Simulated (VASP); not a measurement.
A run of VASP 6.6.1:

Contents of INCAR:

```
PREC = Accurate
ENCUT = 520
EDIFF = 1E-7
ISMEAR = 0
SIGMA = 0.013000000000000001
LREAL = False
LASPH = True
NELM = 100
ALGO = Normal
ISIF = 2
LWAVE = False
LCHARG = True
GGA = PE
LELF = True
LVHAR = True
NBANDS = 19
```

KPOINTS

```
Automatic mesh
0
Gamma
  10 10 6
```

POSCAR

```
Ti
1.0
    2.9500000000      0.0000000000      0.0000000000
   -1.4750000000      2.5547749412      0.0000000000
    0.0000000000      0.0000000000      4.6800000000
Ti
2
Direct
    0.6666666667      0.3333333333      0.7500000000
    0.3333333333      0.6666666667      0.2500000000
```

Potentials or basis: VASP PAW PBE potentials, release 64 (Ti_sv).

Command:

```sh
$ cat potpaw_PBE.64/Ti_sv/POTCAR > POTCAR
$ mpirun -np 1 vasp_std > vasp.out
```

Hardware: 1 thread of Intel(R) Xeon(R) Platinum 8259CL CPU @ 2.50GHz (Skylake/Cascade Lake) (shared host).

**Question.** Estimate the wall time of this run.

**Answer.** Run time: 29 s on 1 thread of Intel(R) Xeon(R) Platinum 8259CL CPU @ 2.50GHz (Skylake/Cascade Lake), on a shared host, peak memory 0.17 GiB. Counts: scf iterations 16, k points 56.
